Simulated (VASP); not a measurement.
Write the native input for VASP 6.6.1 that does the following.

```
Task                   : single point
Functional             : r2SCAN
Potentials or basis    : VASP PAW PBE potentials, release 64 (Mg)
Cutoff                 : 520 eV
k mesh                 : 15 × 15 × 15
Occupations            : gaussian, width 0.1 eV
Spin                   : no spin polarisation
Dipole correction      : no
Further INCAR settings : ALGO = Normal; EDIFF = 1e-07; NBANDS = 10
```

Mg:

```
Mg
1.0
     1.59386    0.92022    7.70855
    -1.59386    0.92022    7.70855
     0.00000   -1.84044    7.70855
Mg
3
Direct
  0.00000 0.00000 0.00000
  0.22203 0.22203 0.22203
  0.77797 0.77797 0.77797
```

The input as run:

POSCAR

```
Mg
1.0
    1.5938640631      0.9202178459      7.7085464394
   -1.5938640631      0.9202178459      7.7085464394
    0.0000000000     -1.8404356918      7.7085464394
Mg
3
Direct
    0.0000000000      0.0000000000      0.0000000000
    0.2220250182      0.2220250182      0.2220250182
    0.7779749818      0.7779749818      0.7779749818
```

INCAR.step1

```
SYSTEM = Mg
  PREC = Accurate
  ENCUT = 520
  ISMEAR = 0
  SIGMA = 0.1
  LREAL = .False.
  LASPH = .True.
  NELM = 100
  NBANDS = 10
  GGA = PE
  ALGO = Normal
  EDIFF = 1E-4
  LWAVE = .True.
  LCHARG = .False.
```

INCAR.step2

```
SYSTEM = Mg
  PREC = Accurate
  ENCUT = 520
  EDIFF = 1E-7
  ISMEAR = 0
  SIGMA = 0.1
  LREAL = .False.
  LASPH = .True.
  NELM = 100
  ALGO = Normal
  ISIF = 2
  LWAVE = .False.
  LCHARG = .False.
  METAGGA = R2SCAN
  LMIXTAU = .True.
  NBANDS = 10
  ISTART = 1
```

KPOINTS

```
regular mesh
0
Gamma
  15 15 15
  0 0 0
```

Potentials or basis: VASP PAW PBE potentials, release 64 (Mg).

Launch:

```bash
$ cat potpaw_PBE.64/Mg/POTCAR > POTCAR
$ cp INCAR.step1 INCAR
$ mpirun -np 1 vasp_std > vasp.out
$ cp INCAR.step2 INCAR
$ mpirun -np 1 vasp_std > vasp.out
```

Results of the run:

The pressure is -0.3 GPa and the band gap on the k mesh is zero (bands 3 and 4 overlap by 2.03 eV).

Caveat: the PAW data sets were made with another functional, which shifts forces and pressure a little.

Run time: 24 min on 1 thread of Intel(R) Xeon(R) 6975P-C (Granite Rapids), on a shared host, peak memory 0.69 GiB.
